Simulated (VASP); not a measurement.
# CaO (Fm-3m) in VASP: a series of runs

Runs on CaO. Level: PBEsol. Tasks: vibrations by perturbation theory.

Everything below comes from runs of VASP 6.6.1. Logs are shortened: lines on timing, memory, paths and dates and some standing lists are left out, and cuts for length are marked.

## (1) The cell of the first run

The structure is cubic, space group Fm-3m (No. 225). The conventional cell has a = 4.605 Å, b = 4.605 Å, c = 4.605 Å, α = 90.00°, β = 90.00°, γ = 90.00°. Ca (site symmetry m-3m) has 6 O at 2.30 Å within 3.0 Å. O (site symmetry m-3m) has 6 Ca at 2.30 Å within 3.0 Å.

## (2) Vibrations by perturbation theory, PBEsol

Contents of INCAR:

```
SYSTEM = CaO
ALGO     = Normal         ! electronic algorithm
EDIFF    = 1E-8           ! SCF threshold, eV
ENCUT    = 520            ! plane-wave cutoff, eV
GGA      = PS             ! functional
IBRION   = 8              ! ionic algorithm
ISIF     = 2              ! what is computed and relaxed
ISMEAR   = 0              ! smearing method
LASPH    = .TRUE.         ! aspherical terms in the spheres
LCHARG   = .TRUE.         ! write CHGCAR
LREAL    = .FALSE.        ! projectors in reciprocal space
LWAVE    = .FALSE.        ! write WAVECAR
NELM     = 80             ! most SCF steps
NSW      = 1              ! ionic steps
PREC     = Accurate       ! precision mode
SIGMA    = 0.01           ! smearing width, eV
```

Contents of KPOINTS:

```
k-points
0
G
  8 8 8
  0 0 0
```

Contents of POSCAR:

```
CaO
1.0
    2.3027454375      2.3027454375      0.0000000000
   -2.3027454375      2.3027454375      0.0000000000
    0.0000000000      2.3027454375      2.3027454375
Ca O
1 1
Direct
    0.0000000000      0.0000000000      0.0000000000
    0.5000000000      0.5000000000      0.0000000000
```

Potentials or basis: VASP PAW PBE potentials, release 64 (Ca_sv, O).

Launch:

```sh
$ cat potpaw_PBE.64/Ca_sv/POTCAR potpaw_PBE.64/O/POTCAR > POTCAR
$ mpirun -np 1 vasp_std > vasp.out
```

OUTCAR:

```text
SYSTEM = CaO
   EDIFF = 1E-8
   ENCUT = 520
   GGA = PS
   IBRION = 8
   ISIF = 2
   ISMEAR = 0
   LASPH = .TRUE.
   LREAL = .FALSE.
   NELM = 80
   NSW = 1
   PREC = Accurate

 ion  position               nearest neighbor table
   1  0.000  0.000  0.000-   2 2.30   2 2.30   2 2.30   2 2.30   2 2.30   2 2.30
   2  0.500  0.500  0.000-   1 2.30   1 2.30   1 2.30   1 2.30   1 2.30   1 2.30

  LATTYP: Found a face centered cubic cell.
 ALAT       =     4.6054908750

  Lattice vectors:

 A1 = (   0.0000000000,   2.3027454375,   2.3027454375)
 A2 = (   2.3027454375,   0.0000000000,   2.3027454375)
 A3 = (   2.3027454375,   2.3027454375,   0.0000000000)

Analysis of symmetry for initial positions (statically):
=====================================================================
 Subroutine PRICEL returns:
 Original cell was already a primitive cell.

 Routine SETGRP: Setting up the symmetry group for a
 face centered cubic supercell.

 Subroutine GETGRP returns: Found 48 space group operations
 (whereof 48 operations were pure point group operations)
 out of a pool of 48 trial point group operations.

The static configuration has the point symmetry O_h .

Analysis of symmetry for dynamics (positions and initial velocities):
=====================================================================
 Subroutine PRICEL returns:
 Original cell was already a primitive cell.

 Routine SETGRP: Setting up the symmetry group for a
 face centered cubic supercell.

 Subroutine GETGRP returns: Found 48 space group operations
 (whereof 48 operations were pure point group operations)
 out of a pool of 48 trial point group operations.

The dynamic configuration has the point symmetry O_h .

 Subroutine INISYM returns: Found 48 space group operations
 (whereof 48 operations are pure point group operations),
 and found     1 'primitive' translations

----------------------------------------------------------------------------------------

                                     Primitive cell

  volume of cell :      24.4212

  direct lattice vectors                    reciprocal lattice vectors
     2.302745438  2.302745438  0.000000000     0.217132121  0.217132121 -0.217132121
    -2.302745438  2.302745438  0.000000000    -0.217132121  0.217132121 -0.217132121
     0.000000000  2.302745438  2.302745438     0.000000000  0.000000000  0.434264241

  length of vectors
     3.256573828  3.256573828  3.256573828     0.376083865  0.376083865  0.434264241

  position of ions in fractional coordinates (direct lattice)
     0.000000000  0.000000000  0.000000000
     0.500000000  0.500000000  0.000000000

  ion indices of the primitive-cell ions
   primitive index   ion index
                 1           1
                 2           2

----------------------------------------------------------------------------------------

 KPOINTS: k-points

Automatic generation of k-mesh.
 Grid dimensions read from file:
 generate k-points for:    8    8    8

 Generating k-lattice:

  Cartesian coordinates                     Fractional coordinates (reciprocal lattice)
     0.027141515  0.027141515 -0.027141515     0.125000000  0.000000000  0.000000000
    -0.027141515  0.027141515 -0.027141515     0.000000000  0.125000000  0.000000000
     0.000000000  0.000000000  0.054283030     0.000000000  0.000000000  0.125000000

  Length of vectors
     0.047010483  0.047010483  0.054283030

  Shift w.r.t. Gamma in fractional coordinates (k-lattice)
     0.000000000  0.000000000  0.000000000

 Subroutine IBZKPT returns following result:
 ===========================================

 Found     29 irreducible k-points:

 Following reciprocal coordinates:
            Coordinates               Weight
  0.000000  0.000000  0.000000      1.000000
  0.125000  0.000000  0.000000      8.000000
  0.250000  0.000000  0.000000      8.000000
  0.375000  0.000000  0.000000      8.000000
  0.500000  0.000000  0.000000      4.000000
  0.125000  0.125000  0.000000     12.000000
[... 16 lines left out ...]
  0.375000  0.250000  0.125000     48.000000
  0.500000  0.250000  0.125000     24.000000
 [... further k-points ...]
[... 26 lines left out ...]
   POTIM  = 0.5000    time-step for ionic-motion
   TEBEG  =    0.0;   TEEND  =   0.0 temperature during run
   PSTRESS=    0.0 pullay stress
   NELECT =      16.0000    total number of electrons
   NUPDOWN=      -1.0000    fix difference up-down
   EMIN   =  10.00;   EMAX   =-10.00  energy-range for DOS
   EFERMI =   0.00;   METHOD = LEGACY
   ISMEAR =     0;   SIGMA  =   0.01  broadening in eV -4-tet -1-fermi 0-gaus
   EFERMI_NEDOS =   21; number of points for ismear=-14 and -15
   IALGO  =     38    algorithm
   IMIX   =      4    mixing-type and parameters
     AMIX     =   0.40;   BMIX     =  1.00
     AMIX_MAG =   1.60;   BMIX_MAG =  1.00
  volume/ion in A,a.u.               =      12.21        82.40
  Fermi-wavevector in a.u.,A,eV,Ry     =   1.421867  2.686939 27.506967  2.021705
  Thomas-Fermi vector in A             =   2.542631
   LORBIT       =      0    0 simple, 1 ext, 2 COOP (PROOUT), +10 PAW based schemes
   GGA     = PS    functional components
   LHFCALC =     F    Hartree Fock is set to
   AEXX    =    0.0000 exact exchange contribution
   IVDW    =     0    specifies the selected vdW correction
   LEPSILON=     F    determine dielectric tensor
   LRPA    =     F    only Hartree local field effects (RPA)
 non-spin polarized calculation
 Gauss-broadening in eV      SIGMA  =   0.01
  energy-cutoff  :      520.00
  volume of cell :       24.42
 maximum number of plane-waves:       684
   NGX = 13   NGY = 13   NGZ = 13

--------------------------------------- Ionic step        1  -------------------------------------------

 number of electron      16.0000004 magnetization

 Free energy of the ion-electron system (eV)
  ---------------------------------------------------
  ext. energy  EPLUGINS =         0.00000000
  ---------------------------------------------------
  free energy    TOTEN  =       -13.28005440 eV

  energy without entropy =      -13.28005440  energy(sigma->0) =      -13.28005440

 E-fermi :   3.0535     XC(G=0): -11.3894

 val. band max:        2.9774161237   @ k =   0.0000   0.0000   0.0000
 cond. band min:       6.4098658294   @ k =   0.5000   0.5000   0.0000
 fundamental gap:      3.4324497057
 Fermi energy:         3.0534707920

 k-point     1 :       0.0000    0.0000    0.0000
  band No.  band energies     occupation
      1     -33.9330      2.00000
      2     -14.6488      2.00000
      3     -14.6488      2.00000
      4     -14.6488      2.00000
      5     -12.7193      2.00000
      6       2.9774      2.00000
      7       2.9774      2.00000
      8       2.9774      2.00000
      9       8.6492      0.00000
     10       9.4427      0.00000
     11       9.4427      0.00000
     12       9.4427      0.00000
[... 331 lines left out ...]
 k-point    24 :       0.5000    0.2500    0.1250
  band No.  band energies     occupation
      1     -33.7157      2.00000
      2     -16.1602      2.00000
      3     -15.0271      2.00000
      4     -14.8452      2.00000
      5     -11.2960      2.00000
      6       0.6763      2.00000
      7       1.7074      2.00000
      8       1.7115      2.00000
      9      10.1717      0.00000
     10      10.2389      0.00000
     11      12.5126      0.00000
     12      12.9343      0.00000

 [... further k-points ...]

------------------------ aborting loop because EDIFF is reached ----------------------------------------

  FORCE on cell =-STRESS in cart. coord.  units (eV):
  Direction    XX          YY          ZZ          XY          YZ          ZX
  --------------------------------------------------------------------------------------
  -------------------------------------------------------------------------------------
  Total        2.4447487      2.4447487      2.4447487      0.0000000      0.0000000      0.0000000
  in kB      160.3899007    160.3899007    160.3899007      0.0000000      0.0000000      0.0000000
  external PRESSURE =     160.3899007 kB  Pullay stress =       0.0000000 kB

 VOLUME and BASIS-vectors are now :
 -----------------------------------------------------------------------------
  energy-cutoff  :      520.00
  volume of cell :       24.42
      direct lattice vectors                 reciprocal lattice vectors
     2.302745438  2.302745438  0.000000000     0.217132121  0.217132121 -0.217132121
    -2.302745438  2.302745438  0.000000000    -0.217132121  0.217132121 -0.217132121
     0.000000000  2.302745438  2.302745438     0.000000000  0.000000000  0.434264241

 POSITION                                       TOTAL-FORCE (eV/Angst)
 -----------------------------------------------------------------------------------
      0.00000      0.00000      0.00000         0.000000     -0.000000      0.000000
      0.00000      2.30275      0.00000        -0.000000      0.000000      0.000000
 -----------------------------------------------------------------------------------
    total drift:                                0.000000     -0.000000     -0.000000

  FREE ENERGIE OF THE ION-ELECTRON SYSTEM (eV)
  ---------------------------------------------------
  free  energy   TOTEN  =       -13.2800544045 eV

  energy  without entropy=      -13.2800544045  energy(sigma->0) =      -13.28005440

[... ionic steps 2 to 3 ...]

--------------------------------------- Ionic step        4  -------------------------------------------

------------------------ aborting loop because EDIFF is reached ----------------------------------------

[... ionic steps 5 to 6 ...]

--------------------------------------- Ionic step        7  -------------------------------------------

 Free energy of the ion-electron system (eV)
  ---------------------------------------------------
  ---------------------------------------------------
  free energy    TOTEN  =        -0.36192129 eV

  energy without entropy =       -0.36192129

------------------------ aborting loop because EDIFF is reached ----------------------------------------

 INTERNAL STRAIN TENSOR  FOR ION    2  DIRECTION 1   (eV/Angst):
 -----------------------------------------------------------------------------
    -0.02025 -0.00000 -0.00000
    -0.00000  0.01270 -0.00000
     0.00000 -0.00000  0.01270

 INTERNAL STRAIN TENSOR FOR ION    2 for displacements in x,y,z  (eV/Angst):
          X           Y           Z          XY          YZ          ZX
  --------------------------------------------------------------------------------
  x     0.00000     0.00000     0.00000     0.00000     0.00000     0.00000
  y     0.00000     0.00000     0.00000     0.00000     0.00000     0.00000
  z     0.00000     0.00000     0.00000     0.00000     0.00000     0.00000

 SECOND DERIVATIVES (NOT SYMMETRIZED)
 ------------------------------------
               1X          1Y          1Z          2X          2Y          2Z
  1X    -5.238073    0.000000   -0.000000    5.238073   -0.000000    0.000000
  1Y    -0.000000   -5.238073    0.000000    0.000000    5.238073   -0.000000
  1Z     0.000000    0.000000   -5.238073   -0.000000   -0.000000    5.238073
  2X     5.272929    0.000000    0.000000   -5.272929    0.000000    0.000000
  2Y     0.000000    5.272929    0.000000    0.000000   -5.272929    0.000000
  2Z     0.000000    0.000000    5.272929    0.000000    0.000000   -5.272929

 Eigenvectors and eigenvalues of the dynamical matrix
 ----------------------------------------------------

   1 f  =   10.605972 THz    66.639288 2PiTHz  353.777150 cm-1    43.862757 meV
             X         Y         Z           dx          dy          dz
      0.000000  0.000000  0.000000     0.000000   -0.532886   -0.000000
      0.000000  2.302745  0.000000    -0.000000    0.846187    0.000000
[... 21 lines left out ...]
   6 f/i=    0.015859 THz     0.099645 2PiTHz    0.529000 cm-1     0.065588 meV
             X         Y         Z           dx          dy          dz
      0.000000  0.000000  0.000000     0.000000   -0.000000    0.846187
      0.000000  2.302745  0.000000     0.000000    0.000000    0.532886

--------------------------------------------------------------------------------------------------------

 ELASTIC MODULI CONTR FROM IONIC RELAXATION (kBar)
 Direction    XX          YY          ZZ          XY          YZ          ZX
 --------------------------------------------------------------------------------
 XX           0.0000      0.0000      0.0000      0.0000      0.0000      0.0000
 YY           0.0000      0.0000      0.0000      0.0000      0.0000      0.0000
 ZZ           0.0000      0.0000      0.0000      0.0000      0.0000      0.0000
 XY           0.0000      0.0000      0.0000      0.0000      0.0000      0.0000
 YZ           0.0000      0.0000      0.0000      0.0000      0.0000      0.0000
 ZX           0.0000      0.0000      0.0000      0.0000      0.0000      0.0000
 --------------------------------------------------------------------------------
```

Run time: 30 s. Hardware: 1 thread of Intel Xeon 6975P-C (Granite Rapids), shared host; peak memory 0.18 GiB.

Results:

```
Highest phonon frequency at Γ, LO-TO splitting left out : 354 cm⁻¹
```

Phonon frequencies in cm⁻¹ (negative: imaginary):
| q point | frequencies |
| --- | --- |
| (0.000, 0.000, 0.000) | -1 -1 -1 354 354 354 |

Caveat: the cell stands under pressure or tension, which shifts response properties; the PAW data sets were made with another functional, which shifts forces and pressure a little.

(Part 1 of 3 ends here.)
